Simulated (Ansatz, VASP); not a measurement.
**TiO2 in VASP and in Ansatz**

```xyz
3
Lattice="0.0000 2.3968 2.3968 2.3968 0.0000 2.3968 2.3968 2.3968 0.0000" Properties=species:S:1:pos:R:3 pbc="T T T"
Ti    0.0000    0.0000    0.0000
O     3.5952    3.5952    3.5952
O     1.1984    1.1984    1.1984
```

Alike in both runs: task single point; functional r2SCAN; k mesh 10 × 10 × 10; no spin polarisation.

```csv
,VASP,Ansatz
version,VASP 6.6.1,Ansatz 0.2.0
potentials or method,"VASP PAW PBE potentials, release 64 (Ti_sv, O)","plane waves, PAW"
plane-wave cutoff (eV),520,500
occupations,"gaussian, width 0.01 eV",fixed
valence electrons in the cell,24,24
```

Ansatz gave:

| Item | Value |
| --- | --- |
| gap on the k mesh at the Fermi level (eV) | 1.51 |
| pressure (GPa) | 0.0 |

Task: Which values does VASP return?

Result: gap on the k mesh at the Fermi level (eV): 1.55; pressure (GPa): 1.6.

VASP's potentials were made for PBE, not for r2SCAN.
